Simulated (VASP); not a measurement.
# Rh (Fm-3m) in VASP: further runs

The runs below take Rh through single point, with PBE.

Program: VASP 6.6.1. These are calculated values, not measurements. Logs are shortened: lines on timing, memory, paths and dates and some standing lists are left out, and cuts for length are marked.

## 1. The cell of the first run

It takes space group Fm-3m (No. 225, cubic). Conventional cell: a = 3.793 Å, b = 3.793 Å, c = 3.793 Å, α = 90.00°, β = 90.00°, γ = 90.00°. Rh (site symmetry m-3m) has 12 Rh at 2.68 Å within 3.5 Å.

## 2. Single point, PBE

The input, INCAR:

```
PREC = Accurate
ENCUT = 520
EDIFF = 1E-6
ISMEAR = 1
SIGMA = 0.1
LREAL = F
LASPH = T
NELM = 80
ALGO = Normal
ISIF = 2
LWAVE = F
LCHARG = T
GGA = PE
LELF = T
LVHAR = T
NBANDS = 14
```

The input, KPOINTS:

```
Automatic mesh
0
Gamma
  15 15 15
```

The input, POSCAR:

```
Rh
1.0
    0.0000000000      1.8964760210      1.8964760210
    1.8964760210      0.0000000000      1.8964760210
    1.8964760210      1.8964760210      0.0000000000
Rh
1
Direct
    0.0000000000      0.0000000000      0.0000000000
```

Potentials or basis: VASP PAW PBE potentials, release 64 (Rh_pv).

The run is started by

```bash
$ cat potpaw_PBE.64/Rh_pv/POTCAR > POTCAR
$ mpirun -np 1 vasp_std > vasp.out
```

OUTCAR:

```text
PREC = Accurate
   ENCUT = 520
   EDIFF = 1E-6
   ISMEAR = 1
   LREAL = F
   LASPH = T
   NELM = 80
   ISIF = 2
   GGA = PE

 ion  position               nearest neighbor table
   1  0.000  0.000  0.000-

  LATTYP: Found a face centered cubic cell.
 ALAT       =     3.7929520420

  Lattice vectors:

 A1 = (   0.0000000000,   1.8964760210,   1.8964760210)
 A2 = (   1.8964760210,   0.0000000000,   1.8964760210)
 A3 = (   1.8964760210,   1.8964760210,   0.0000000000)

Analysis of symmetry for initial positions (statically):
=====================================================================
 Subroutine PRICEL returns:
 Original cell was already a primitive cell.

 Routine SETGRP: Setting up the symmetry group for a
 face centered cubic supercell.

 Subroutine GETGRP returns: Found 48 space group operations
 (whereof 48 operations were pure point group operations)
 out of a pool of 48 trial point group operations.

The static configuration has the point symmetry O_h .

Analysis of symmetry for dynamics (positions and initial velocities):
=====================================================================
 Subroutine PRICEL returns:
 Original cell was already a primitive cell.

 Routine SETGRP: Setting up the symmetry group for a
 face centered cubic supercell.

 Subroutine GETGRP returns: Found 48 space group operations
 (whereof 48 operations were pure point group operations)
 out of a pool of 48 trial point group operations.

The dynamic configuration has the point symmetry O_h .

 Subroutine INISYM returns: Found 48 space group operations
 (whereof 48 operations are pure point group operations),
 and found     1 'primitive' translations

----------------------------------------------------------------------------------------

                                     Primitive cell

  volume of cell :      13.6418

  direct lattice vectors                    reciprocal lattice vectors
     0.000000000  1.896476021  1.896476021    -0.263646887  0.263646887  0.263646887
     1.896476021  0.000000000  1.896476021     0.263646887 -0.263646887  0.263646887
     1.896476021  1.896476021  0.000000000     0.263646887  0.263646887 -0.263646887

  length of vectors
     2.682022110  2.682022110  2.682022110     0.456649804  0.456649804  0.456649804

  position of ions in fractional coordinates (direct lattice)
     0.000000000  0.000000000  0.000000000

  ion indices of the primitive-cell ions
   primitive index   ion index
                 1           1

----------------------------------------------------------------------------------------

 KPOINTS: Automatic mesh

Automatic generation of k-mesh.
 Grid dimensions read from file:
 generate k-points for:   15   15   15

 Generating k-lattice:

  Cartesian coordinates                     Fractional coordinates (reciprocal lattice)
    -0.017576459  0.017576459  0.017576459     0.066666667  0.000000000  0.000000000
     0.017576459 -0.017576459  0.017576459     0.000000000  0.066666667  0.000000000
     0.017576459  0.017576459 -0.017576459     0.000000000  0.000000000  0.066666667

  Length of vectors
     0.030443320  0.030443320  0.030443320

  Shift w.r.t. Gamma in fractional coordinates (k-lattice)
     0.000000000  0.000000000  0.000000000

 Subroutine IBZKPT returns following result:
 ===========================================

 Found    120 irreducible k-points:

 Following reciprocal coordinates:
            Coordinates               Weight
  0.000000  0.000000  0.000000      1.000000
  0.066667  0.000000  0.000000      8.000000
  0.133333  0.000000  0.000000      8.000000
  0.200000  0.000000  0.000000      8.000000
  0.266667  0.000000  0.000000      8.000000
  0.333333  0.000000  0.000000      8.000000
[... 16 lines left out ...]
  0.133333  0.133333  0.000000      6.000000
  0.200000  0.133333  0.000000     24.000000
 [... further k-points ...]
   k-points           NKPTS =    120   k-points in BZ     NKDIM =    120   number of bands    NBANDS=     14
   number of dos      NEDOS =    301   number of ions     NIONS =      1
   total plane-waves  NPLWV =   8000
   dimension x,y,z NGX =    20 NGY =   20 NGZ =   20
   dimension x,y,z NGXF=    40 NGYF=   40 NGZF=   40
   ions per type =               1
   NGX,Y,Z   is equivalent  to a cutoff of  12.40, 12.40, 12.40 a.u.
   NGXF,Y,Z  is equivalent  to a cutoff of  24.79, 24.79, 24.79 a.u.
 SYSTEM =  unknown system
   PREC   = accura    normal or accurate (medium, high low for compatibility)
   ISTART =      0    job   : 0-new  1-cont  2-samecut
   ICHARG =      2    charge: 1-file 2-atom 10-const
   ISPIN  =      1    spin polarized calculation?
   LNONCOLLINEAR =      F non collinear calculations
   LSORBIT =      F    spin-orbit coupling
   LASPH  =      T    aspherical Exc in radial PAW
   ENCUT  =  520.0 eV  38.22 Ry    6.18 a.u.   4.99  4.99  4.99*2*pi/ulx,y,z
   NELM   =     80;   NELMIN=  2; NELMDL= -5     # of ELM steps
   EDIFF  = 0.1E-05   stopping-criterion for ELM
   LREAL  =      F    real-space projection
   EDIFFG = 0.1E-04   stopping-criterion for IOM
   NSW    =      0    number of steps for IOM
   IBRION =     -1    ionic relax: 0-MD 1-quasi-New 2-CG
   NFREE  =      0    steps in history (QN), initial steepest desc. (CG)
   ISIF   =      2    stress and relaxation
   ISYM   =      2    0-nonsym 1-usesym 2-fastsym
   POTIM  = 0.5000    time-step for ionic-motion
   TEBEG  =    0.0;   TEEND  =   0.0 temperature during run
   PSTRESS=    0.0 pullay stress
   NELECT =      15.0000    total number of electrons
   NUPDOWN=      -1.0000    fix difference up-down
   EMIN   =  10.00;   EMAX   =-10.00  energy-range for DOS
   EFERMI =   0.00;   METHOD = LEGACY
   ISMEAR =     1;   SIGMA  =   0.10  broadening in eV -4-tet -1-fermi 0-gaus
   EFERMI_NEDOS =   21; number of points for ismear=-14 and -15
   IALGO  =     38    algorithm
   IMIX   =      4    mixing-type and parameters
     AMIX     =   0.40;   BMIX     =  1.00
     AMIX_MAG =   1.60;   BMIX_MAG =  1.00
  volume/ion in A,a.u.               =      13.64        92.06
  Fermi-wavevector in a.u.,A,eV,Ry     =   1.689719  3.193106 38.846692  2.855151
  Thomas-Fermi vector in A             =   2.771795
   LORBIT       =      0    0 simple, 1 ext, 2 COOP (PROOUT), +10 PAW based schemes
   GGA     = PE    functional components
   LHFCALC =     F    Hartree Fock is set to
   AEXX    =    0.0000 exact exchange contribution
   IVDW    =     0    specifies the selected vdW correction
   LEPSILON=     F    determine dielectric tensor
   LRPA    =     F    only Hartree local field effects (RPA)
 non-spin polarized calculation
 Methfessel and Paxton  Order N= 1 SIGMA  =   0.10
  energy-cutoff  :      520.00
  volume of cell :       13.64
 maximum number of plane-waves:       378
   NGX =  9   NGY =  9   NGZ =  9

 number of electron      15.0000007 magnetization

 Free energy of the ion-electron system (eV)
  ---------------------------------------------------
  ext. energy  EPLUGINS =         0.00000000
  ---------------------------------------------------
  free energy    TOTEN  =        -7.24829407 eV

  energy without entropy =       -7.24824905  energy(sigma->0) =       -7.24827906

 E-fermi :  12.0669     XC(G=0): -14.0837

 val. band max:       12.0665390219   @ k =  -0.4667   0.4000   0.0000
 cond. band min:      12.0845817290   @ k =  -0.4667   0.2667   0.1333
 fundamental gap:      0.0180427071
 Fermi energy:        12.0669115982

 k-point     1 :       0.0000    0.0000    0.0000
  band No.  band energies     occupation
      1     -34.3574      2.00000
      2     -34.3574      2.00000
      3     -34.3574      2.00000
      4       4.0311      2.00000
      5       8.9253      2.00000
      6       8.9253      2.00000
      7       8.9253      2.00000
      8      11.0368      2.00000
      9      11.0368      2.00000
     10      28.0377      0.00000
     11      32.5322      0.00000
     12      33.5447      0.00000
     13      33.5447      0.00000
     14      33.5447      0.00000

 k-point     2 :       0.0667    0.0000    0.0000
  band No.  band energies     occupation
      1     -34.3911      2.00000
      2     -34.3620      2.00000
      3     -34.3620      2.00000
      4       4.2112      2.00000
      5       8.8457      2.00000
      6       8.9955      2.00000
      7       8.9955      2.00000
      8      10.9977      2.00000
      9      10.9977      2.00000
     10      28.2995      0.00000
     11      32.5181      0.00000
     12      32.5953      0.00000
     13      33.8095      0.00000
     14      33.8095      0.00000

 k-point     3 :       0.1333    0.0000    0.0000
  band No.  band energies     occupation
      1     -34.4856      2.00000
      2     -34.3748      2.00000
      3     -34.3748      2.00000
      4       4.7154      2.00000
      5       8.6663      2.00000
      6       9.1652      2.00000
      7       9.1652      2.00000
      8      10.9301      2.00000
      9      10.9301      2.00000
     10      28.9565      0.00000
     11      30.7411      0.00000
     12      32.5327      0.00000
     13      34.5663      0.00000
     14      34.5663      0.00000
[... 324 lines left out ...]
 k-point    23 :       0.1333    0.1333    0.0000
  band No.  band energies     occupation
      1     -34.4817      2.00000
      2     -34.4036      2.00000
      3     -34.4036      2.00000
      4       4.9460      2.00000
      5       8.3359      2.00000
      6       9.4137      2.00000
      7       9.4137      2.00000
      8      10.4336      2.00000
      9      11.2704      2.00000
     10      29.3797      0.00000
     11      31.7101      0.00000
     12      32.5341      0.00000
     13      33.4326      0.00000
     14      33.4326      0.00000

 k-point    24 :       0.2000    0.1333    0.0000
  band No.  band energies     occupation
      1     -34.5714      2.00000
      2     -34.4270      2.00000
      3     -34.4207      2.00000
      4       5.4848      2.00000
      5       8.0802      2.00000
      6       9.5739      2.00000
      7       9.6513      2.00000
      8      10.3487      2.00000
      9      11.3987      2.00000
     10      30.0184      0.00000
     11      30.4999      0.00000
     12      32.5323      0.00000
     13      33.2813      0.00000
     14      33.7828      0.00000

 [... further k-points ...]

------------------------ aborting loop because EDIFF is reached ----------------------------------------

  FORCE on cell =-STRESS in cart. coord.  units (eV):
  Direction    XX          YY          ZZ          XY          YZ          ZX
  --------------------------------------------------------------------------------------
  -------------------------------------------------------------------------------------
  Total        0.6938912      0.6938912      0.6938912      0.0000000     -0.0000000     -0.0000000
  in kB       81.4947987     81.4947987     81.4947987      0.0000000     -0.0000000     -0.0000000
  external PRESSURE =      81.4947987 kB  Pullay stress =       0.0000000 kB

 VOLUME and BASIS-vectors are now :
 -----------------------------------------------------------------------------
  energy-cutoff  :      520.00
  volume of cell :       13.64
      direct lattice vectors                 reciprocal lattice vectors
     0.000000000  1.896476021  1.896476021    -0.263646887  0.263646887  0.263646887
     1.896476021  0.000000000  1.896476021     0.263646887 -0.263646887  0.263646887
     1.896476021  1.896476021  0.000000000     0.263646887  0.263646887 -0.263646887

 POSITION                                       TOTAL-FORCE (eV/Angst)
 -----------------------------------------------------------------------------------
      0.00000      0.00000      0.00000         0.000000     -0.000000     -0.000000
 -----------------------------------------------------------------------------------
    total drift:                               -0.000000     -0.000000     -0.000000

  FREE ENERGIE OF THE ION-ELECTRON SYSTEM (eV)
  ---------------------------------------------------
  free  energy   TOTEN  =        -7.2482940668 eV

  energy  without entropy=       -7.2482490526  energy(sigma->0) =       -7.24827906
```

It took 20 s on 1 thread of AMD EPYC 7R13, shared host; peak memory 0.11 GiB.

Results:

```
Free energy            : -7.2483 eV
Pressure               : 8.1 GPa
Band gap on the k mesh : zero (an odd number of electrons rules out a gap without spin polarisation)
```

Levels at points of the mesh, in eV from the Fermi level:
```csv
k point,band 4,band 5,band 6,band 7,band 8,band 9,band 10,band 11
"(0.00, 0.00, 0.00)",-8.04,-3.14,-3.14,-3.14,-1.03,-1.03,15.97,20.47
```

Caveat: the cell stands under pressure.

(Part 1 of 2 ends here.)
